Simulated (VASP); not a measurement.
# Ti3Al (Fm-3m) in VASP: notebook

Ti3Al is run at these levels: PBEsol; tasks: single point, relaxation of cell and atoms.

All numbers are computed with VASP 6.6.1; they aren't measurements. Logs are shortened: lines on timing, memory, paths and dates and some standing lists are left out, and cuts for length are marked.

**1. The cell of the first run**

Symmetry: Fm-3m, No. 225, cubic system. The conventional cell has a = 6.346 Å, b = 6.346 Å, c = 6.346 Å, α = 90.00°, β = 90.00°, γ = 90.00°. Within 3.6 Å of Al (site symmetry m-3m) lie 14 Ti at 2.75 to 3.17 Å. Within 3.6 Å of Ti (site symmetry m-3m) lie 8 Ti at 2.75 Å and 6 Al at 3.17 Å. Within 3.6 Å of Ti (site symmetry -43m) lie 4 Al at 2.75 Å and 10 Ti at 2.75 to 3.17 Å.

**2. Single point, PBEsol**

Contents of INCAR:

```
PREC = Accurate
ENCUT = 520
EDIFF = 1E-6
ISMEAR = 1
SIGMA = 0.1
LREAL = False
LASPH = True
NELM = 60
ALGO = Normal
ISIF = 2
LWAVE = False
LCHARG = True
GGA = PS
LELF = True
LVHAR = True
NBANDS = 28
```

Contents of KPOINTS:

```
regular mesh
0
Gamma
  6 6 6
```

Contents of POSCAR:

```
Ti3Al
1.0
    0.0000000000      3.1730588217      3.1730588217
    3.1730588217      0.0000000000      3.1730588217
    3.1730588217      3.1730588217      0.0000000000
Al Ti
1 3
Direct
    0.0000000000      0.0000000000      0.0000000000
    0.5000000000      0.5000000000      0.5000000000
    0.2500000000      0.2500000000      0.2500000000
    0.7500000000      0.7500000000      0.7500000000
```

Potentials or basis: VASP PAW PBE potentials, release 64 (Al, Ti_sv).

Run with:

```
$ cat potpaw_PBE.64/Al/POTCAR potpaw_PBE.64/Ti_sv/POTCAR > POTCAR
$ mpirun -np 1 vasp_std > vasp.out
```

OUTCAR:

```text
PREC = Accurate
   ENCUT = 520
   EDIFF = 1E-6
   ISMEAR = 1
   LREAL = False
   LASPH = True
   NELM = 60
   ISIF = 2
   GGA = PS

 ion  position               nearest neighbor table
   1  0.000  0.000  0.000-   4 2.75   4 2.75   4 2.75   3 2.75   4 2.75   3 2.75   3 2.75   3 2.75

   2  0.500  0.500  0.500-   3 2.75   3 2.75   3 2.75   3 2.75   4 2.75   4 2.75   4 2.75   4 2.75

   3  0.250  0.250  0.250-   1 2.75   1 2.75   1 2.75   1 2.75   2 2.75   2 2.75   2 2.75   2 2.75

   4  0.750  0.750  0.750-   2 2.75   2 2.75   2 2.75   1 2.75   2 2.75   1 2.75   1 2.75   1 2.75

  LATTYP: Found a face centered cubic cell.
 ALAT       =     6.3461176434

  Lattice vectors:

 A1 = (   0.0000000000,   3.1730588217,   3.1730588217)
 A2 = (   3.1730588217,   0.0000000000,   3.1730588217)
 A3 = (   3.1730588217,   3.1730588217,   0.0000000000)

Analysis of symmetry for initial positions (statically):
=====================================================================
 Subroutine PRICEL returns:
 Original cell was already a primitive cell.

 Routine SETGRP: Setting up the symmetry group for a
 face centered cubic supercell.

 Subroutine GETGRP returns: Found 48 space group operations
 (whereof 48 operations were pure point group operations)
 out of a pool of 48 trial point group operations.

The static configuration has the point symmetry O_h .

Analysis of symmetry for dynamics (positions and initial velocities):
=====================================================================
 Subroutine PRICEL returns:
 Original cell was already a primitive cell.

 Routine SETGRP: Setting up the symmetry group for a
 face centered cubic supercell.

 Subroutine GETGRP returns: Found 48 space group operations
 (whereof 48 operations were pure point group operations)
 out of a pool of 48 trial point group operations.

The dynamic configuration has the point symmetry O_h .

 Subroutine INISYM returns: Found 48 space group operations
 (whereof 48 operations are pure point group operations),
 and found     1 'primitive' translations

----------------------------------------------------------------------------------------

                                     Primitive cell

  volume of cell :      63.8946

  direct lattice vectors                    reciprocal lattice vectors
     0.000000000  3.173058822  3.173058822    -0.157576656  0.157576656  0.157576656
     3.173058822  0.000000000  3.173058822     0.157576656 -0.157576656  0.157576656
[... 80 lines left out ...]
   EDIFF  = 0.1E-05   stopping-criterion for ELM
   LREAL  =      F    real-space projection
   EDIFFG = 0.1E-04   stopping-criterion for IOM
   NSW    =      0    number of steps for IOM
   IBRION =     -1    ionic relax: 0-MD 1-quasi-New 2-CG
   NFREE  =      0    steps in history (QN), initial steepest desc. (CG)
   ISIF   =      2    stress and relaxation
   ISYM   =      2    0-nonsym 1-usesym 2-fastsym
   POTIM  = 0.5000    time-step for ionic-motion
   TEBEG  =    0.0;   TEEND  =   0.0 temperature during run
   PSTRESS=    0.0 pullay stress
   NELECT =      39.0000    total number of electrons
   NUPDOWN=      -1.0000    fix difference up-down
   EMIN   =  10.00;   EMAX   =-10.00  energy-range for DOS
   EFERMI =   0.00;   METHOD = LEGACY
   ISMEAR =     1;   SIGMA  =   0.10  broadening in eV -4-tet -1-fermi 0-gaus
   EFERMI_NEDOS =   21; number of points for ismear=-14 and -15
   IALGO  =     38    algorithm
   IMIX   =      4    mixing-type and parameters
     AMIX     =   0.40;   BMIX     =  1.00
     AMIX_MAG =   1.60;   BMIX_MAG =  1.00
  volume/ion in A,a.u.               =      15.97       107.80
  Fermi-wavevector in a.u.,A,eV,Ry     =   1.388699  2.624261 26.238645  1.928486
  Thomas-Fermi vector in A             =   2.512801
   LORBIT       =      0    0 simple, 1 ext, 2 COOP (PROOUT), +10 PAW based schemes
   GGA     = PS    functional components
   LHFCALC =     F    Hartree Fock is set to
   AEXX    =    0.0000 exact exchange contribution
   IVDW    =     0    specifies the selected vdW correction
   LEPSILON=     F    determine dielectric tensor
   LRPA    =     F    only Hartree local field effects (RPA)
 non-spin polarized calculation
 Methfessel and Paxton  Order N= 1 SIGMA  =   0.10
  energy-cutoff  :      520.00
  volume of cell :       63.89
 maximum number of plane-waves:      1759
 NGX is ok and might be reduce to    36
   NGX = 17   NGY = 17   NGZ = 17

 number of electron      39.0000004 magnetization

 Free energy of the ion-electron system (eV)
  ---------------------------------------------------
  ext. energy  EPLUGINS =         0.00000000
  ---------------------------------------------------
  free energy    TOTEN  =       -29.68872844 eV

  energy without entropy =      -29.68740345  energy(sigma->0) =      -29.68828678

 E-fermi :   8.5384     XC(G=0): -11.6272

 val. band max:        8.5233787272   @ k =   0.3333   0.1667   0.0000
 cond. band min:       8.5619012147   @ k =  -0.3333   0.5000   0.1667
 fundamental gap:      0.0385224876
 Fermi energy:         8.5383587481

 k-point     1 :       0.0000    0.0000    0.0000
  band No.  band energies     occupation
      1     -47.7090      2.00000
      2     -47.6154      2.00000
      3     -47.4048      2.00000
      4     -24.1194      2.00000
      5     -24.1194      2.00000
      6     -24.1194      2.00000
[... 485 lines left out ...]
     27      11.2627      0.00000
     28      11.4928      0.00000

------------------------ aborting loop because EDIFF is reached ----------------------------------------

  FORCE on cell =-STRESS in cart. coord.  units (eV):
  Direction    XX          YY          ZZ          XY          YZ          ZX
  --------------------------------------------------------------------------------------
  -------------------------------------------------------------------------------------
  Total        0.4389455      0.4389455      0.4389455     -0.0000000      0.0000000     -0.0000000
  in kB       11.0066916     11.0066916     11.0066916     -0.0000000      0.0000000     -0.0000000
  external PRESSURE =      11.0066916 kB  Pullay stress =       0.0000000 kB

 VOLUME and BASIS-vectors are now :
 -----------------------------------------------------------------------------
  energy-cutoff  :      520.00
  volume of cell :       63.89
      direct lattice vectors                 reciprocal lattice vectors
     0.000000000  3.173058822  3.173058822    -0.157576656  0.157576656  0.157576656
     3.173058822  0.000000000  3.173058822     0.157576656 -0.157576656  0.157576656
     3.173058822  3.173058822  0.000000000     0.157576656  0.157576656 -0.157576656

 POSITION                                       TOTAL-FORCE (eV/Angst)
 -----------------------------------------------------------------------------------
      0.00000      0.00000      0.00000        -0.000000     -0.000000     -0.000000
      3.17306      3.17306      3.17306        -0.000000     -0.000000      0.000000
      1.58653      1.58653      1.58653        -0.000000     -0.000000     -0.000000
      4.75959      4.75959      4.75959         0.000000      0.000000      0.000000
 -----------------------------------------------------------------------------------
    total drift:                                0.000000      0.000000      0.000000

  FREE ENERGIE OF THE ION-ELECTRON SYSTEM (eV)
  ---------------------------------------------------
  free  energy   TOTEN  =       -29.6887284371 eV

  energy  without entropy=      -29.6874034516  energy(sigma->0) =      -29.68828678
```

stdout:

```text
POSCAR found type information on POSCAR AlTi
 POSCAR found :  2 types and       4 ions
 scaLAPACK will be used
 -----------------------------------------------------------------------------
|                                                                             |
|                                                                             |
|     You enforced a specific xc type in the INCAR file but a different       |
|     I HOPE YOU KNOW WHAT YOU ARE DOING!                                     |
|                                                                             |
 -----------------------------------------------------------------------------

 LDA part: xc-table for (Slater+PW92), standard interpolation
 POSCAR, INCAR and KPOINTS ok, starting setup
 FFT: planning ... GRIDC
 FFT: planning ... GRID_SOFT
 FFT: planning ... GRID
 WAVECAR not read
 entering main loop
```

Wall time 37 s (1 thread of Intel Xeon 6975P-C, shared host); peak memory 0.21 GiB.

Results:

- Free energy: -29.6887 eV
- Pressure: 1.1 GPa

Caveat: the PAW data sets were made with another functional, which shifts forces and pressure a little.

**3. Single point, PBEsol**

This run uses another cell than the first one, of 16.14 Å³/atom, 1.010 times its volume.

Contents of INCAR:

```
PREC = Accurate
ENCUT = 520
EDIFF = 1E-7
ISMEAR = 1
SIGMA = 0.1
LREAL = False
LASPH = True
NELM = 80
ALGO = Normal
ISIF = 2
LWAVE = False
LCHARG = False
GGA = PS
NBANDS = 28
```

KPOINTS is that of step 2.

Contents of POSCAR:

```
Ti3Al
1.0
    0.0000000000      3.1837067498      3.1837067498
    3.1837067498      0.0000000000      3.1837067498
    3.1837067498      3.1837067498      0.0000000000
Al Ti
1 3
Direct
    0.0000000000      0.0000000000      0.0000000000
    0.5000000000      0.5000000000      0.5000000000
    0.2500000000      0.2500000000      0.2500000000
    0.7500000000      0.7500000000      0.7500000000
```

Potentials or basis: VASP PAW PBE potentials, release 64 (Al, Ti_sv).

Run with:

```
$ cat potpaw_PBE.64/Al/POTCAR potpaw_PBE.64/Ti_sv/POTCAR > POTCAR
$ mpirun -np 1 vasp_std > vasp.out
```

OUTCAR:

```text
PREC = Accurate
   ENCUT = 520
   EDIFF = 1E-7
   ISMEAR = 1
   LREAL = False
   LASPH = True
   NELM = 80
   ISIF = 2
   GGA = PS

 ion  position               nearest neighbor table
   1  0.000  0.000  0.000-   3 2.76   4 2.76   4 2.76   4 2.76   4 2.76   3 2.76   3 2.76   3 2.76

   2  0.500  0.500  0.500-   3 2.76   4 2.76   3 2.76   3 2.76   3 2.76   4 2.76   4 2.76   4 2.76

   3  0.250  0.250  0.250-   1 2.76   2 2.76   1 2.76   1 2.76   1 2.76   2 2.76   2 2.76   2 2.76

   4  0.750  0.750  0.750-   1 2.76   2 2.76   2 2.76   2 2.76   2 2.76   1 2.76   1 2.76   1 2.76

  LATTYP: Found a face centered cubic cell.
 ALAT       =     6.3674134996

  Lattice vectors:

 A1 = (   0.0000000000,   3.1837067498,   3.1837067498)
 A2 = (   3.1837067498,   0.0000000000,   3.1837067498)
 A3 = (   3.1837067498,   3.1837067498,   0.0000000000)

Analysis of symmetry for initial positions (statically):
=====================================================================
 Subroutine PRICEL returns:
 Original cell was already a primitive cell.

 Routine SETGRP: Setting up the symmetry group for a
[... 163 lines left out ...]

 E-fermi :   8.4314     XC(G=0): -11.5806

 val. band max:        8.4161319858   @ k =   0.3333   0.1667   0.0000
 cond. band min:       8.4589032509   @ k =  -0.3333   0.5000   0.1667
 fundamental gap:      0.0427712650
 Fermi energy:         8.4314381438

 k-point     1 :       0.0000    0.0000    0.0000
  band No.  band energies     occupation
      1     -47.8365      2.00000
      2     -47.7482      2.00000
      3     -47.5377      2.00000
      4     -24.2432      2.00000
      5     -24.2432      2.00000
      6     -24.2432      2.00000
[... 485 lines left out ...]
     27      11.1249      0.00000
     28      11.3537      0.00000

------------------------ aborting loop because EDIFF is reached ----------------------------------------

  FORCE on cell =-STRESS in cart. coord.  units (eV):
  Direction    XX          YY          ZZ          XY          YZ          ZX
  --------------------------------------------------------------------------------------
  -------------------------------------------------------------------------------------
  Total       -0.0413418     -0.0413418     -0.0413418     -0.0000000      0.0000000     -0.0000000
  in kB       -1.0262921     -1.0262921     -1.0262921     -0.0000000      0.0000000     -0.0000000
  external PRESSURE =      -1.0262921 kB  Pullay stress =       0.0000000 kB

 VOLUME and BASIS-vectors are now :
 -----------------------------------------------------------------------------
  energy-cutoff  :      520.00
  volume of cell :       64.54
      direct lattice vectors                 reciprocal lattice vectors
     0.000000000  3.183706750  3.183706750    -0.157049640  0.157049640  0.157049640
     3.183706750  0.000000000  3.183706750     0.157049640 -0.157049640  0.157049640
     3.183706750  3.183706750  0.000000000     0.157049640  0.157049640 -0.157049640

 POSITION                                       TOTAL-FORCE (eV/Angst)
 -----------------------------------------------------------------------------------
      0.00000      0.00000      0.00000        -0.000000     -0.000000     -0.000000
      3.18371      3.18371      3.18371        -0.000000     -0.000000     -0.000000
      1.59185      1.59185      1.59185         0.000000      0.000000      0.000000
      4.77556      4.77556      4.77556        -0.000000     -0.000000      0.000000
 -----------------------------------------------------------------------------------
    total drift:                                0.000000      0.000000      0.000000

  FREE ENERGIE OF THE ION-ELECTRON SYSTEM (eV)
  ---------------------------------------------------
  free  energy   TOTEN  =       -29.6909440267 eV

  energy  without entropy=      -29.6897437873  energy(sigma->0) =      -29.69054395
```

OSZICAR:

```text
N       E                     dE             d eps       ncg     rms          rms(c)
DAV:   1     0.472593015967E+03    0.47259E+03   -0.18813E+04   896   0.161E+03
DAV:   2     0.224082953620E+02   -0.45018E+03   -0.44222E+03   900   0.501E+02
DAV:   3    -0.286773241207E+02   -0.51086E+02   -0.50100E+02  1692   0.144E+02
DAV:   4    -0.335870901732E+02   -0.49098E+01   -0.48762E+01  1316   0.387E+01
DAV:   5    -0.338274245612E+02   -0.24033E+00   -0.24019E+00  1400   0.804E+00    0.164E+01
DAV:   6    -0.296308732434E+02    0.41966E+01   -0.23406E+01  1212   0.360E+01    0.416E+00
DAV:   7    -0.299948165582E+02   -0.36394E+00   -0.40297E+00  1452   0.218E+01    0.525E+00
DAV:   8    -0.296722830787E+02    0.32253E+00   -0.12494E+00  1280   0.901E+00    0.249E+00
DAV:   9    -0.297209181554E+02   -0.48635E-01   -0.46230E-01  1184   0.655E+00    0.170E+00
DAV:  10    -0.296917541043E+02    0.29164E-01   -0.21916E-01  1216   0.598E+00    0.442E-01
DAV:  11    -0.296912664402E+02    0.48766E-03   -0.32852E-02  1312   0.163E+00    0.288E-01
DAV:  12    -0.296909626536E+02    0.30379E-03   -0.79635E-03  1216   0.870E-01    0.828E-02
DAV:  13    -0.296909524254E+02    0.10228E-04   -0.33563E-04  1180   0.210E-01    0.361E-02
DAV:  14    -0.296909436763E+02    0.87491E-05   -0.69989E-05  1272   0.662E-02    0.682E-03
DAV:  15    -0.296909441805E+02   -0.50418E-06   -0.53439E-06  1400   0.153E-02    0.408E-03
DAV:  16    -0.296909440724E+02    0.10808E-06   -0.30838E-07   900   0.526E-03    0.229E-03
DAV:  17    -0.296909440267E+02    0.45695E-07   -0.56386E-07  1004   0.597E-03
   1 F= -.29690944E+02 E0= -.29690544E+02  d E =-.120024E-02
```

It took 33 s on 1 thread of Intel Xeon 6975P-C, shared host; peak memory 0.21 GiB.

Results:

- Free energy: -29.6909 eV
- Pressure: -0.1 GPa

Levels at points of the mesh, in eV from the Fermi level:
| k point | band 16 | band 17 | band 18 | band 19 | band 20 | band 21 | band 22 | band 23 |
| --- | --- | --- | --- | --- | --- | --- | --- | --- |
| (0.00, 0.00, 0.00) | -1.75 | -1.74 | -1.74 | 0.03 | 0.03 | 0.03 | 2.38 | 2.38 |
| (0.50, 0.00, 0.00) | -1.94 | -0.38 | -0.32 | -0.32 | -0.03 | -0.03 | 0.85 | 1.06 |
| (0.50, 0.50, 0.00) | -2.00 | -0.57 | -0.57 | -0.12 | -0.11 | -0.11 | 1.14 | 1.29 |

Caveat: the PAW data sets were made with another functional, which shifts forces and pressure a little.

**4. Single point, PBEsol**

This run uses another cell than the first one, of 16.30 Å³/atom, 1.020 times its volume.

Contents of INCAR:

```
ALGO = Normal
EDIFF = 1E-6
ENCUT = 520
GGA = PS
ISIF = 2
ISMEAR = 1
LASPH = T
LCHARG = F
LREAL = F
LWAVE = F
NBANDS = 28
NELM = 60
PREC = Accurate
SIGMA = 0.1
```

Contents of KPOINTS:

```
k-points
0
Gamma
  6 6 6
```

Contents of POSCAR:

```
Ti3Al
1.0
    0.0000000000      3.1942839264      3.1942839264
    3.1942839264      0.0000000000      3.1942839264
    3.1942839264      3.1942839264      0.0000000000
Al Ti
1 3
Direct
    0.0000000000      0.0000000000      0.0000000000
    0.5000000000      0.5000000000      0.5000000000
    0.2500000000      0.2500000000      0.2500000000
    0.7500000000      0.7500000000      0.7500000000
```

Run with:

```
$ cat potpaw_PBE.64/Al/POTCAR potpaw_PBE.64/Ti_sv/POTCAR > POTCAR
$ mpirun -np 1 vasp_std > vasp.out
```

Run time: 34 s. Hardware: 1 thread of Intel Xeon 6975P-C, shared host; peak memory 0.21 GiB.

The run converged. Its results:

| Property | Result |
| --- | --- |
| Free energy | -29.6884 eV |
| Pressure | -1.3 GPa |

Levels at points of the mesh, in eV from the Fermi level:
| k point | band 15 | band 16 | band 17 | band 18 | band 19 | band 20 | band 21 | band 22 | band 23 | band 24 |
| --- | --- | --- | --- | --- | --- | --- | --- | --- | --- | --- |
| (0.00, 0.00, 0.00) | -1.73 | -1.73 | -1.71 | -1.71 | 0.03 | 0.03 | 0.03 | 2.36 | 2.36 | 2.36 |
| (0.50, 0.00, 0.00) | -1.92 | -1.92 | -0.38 | -0.31 | -0.31 | -0.03 | -0.03 | 0.84 | 1.05 | 1.05 |
| (0.50, 0.50, 0.00) | -2.00 | -1.98 | -0.58 | -0.58 | -0.11 | -0.10 | -0.10 | 1.14 | 1.27 | 1.27 |

Caveat: the PAW data sets were made with another functional, which shifts forces and pressure a little.

(Part 1 of 2 ends here.)
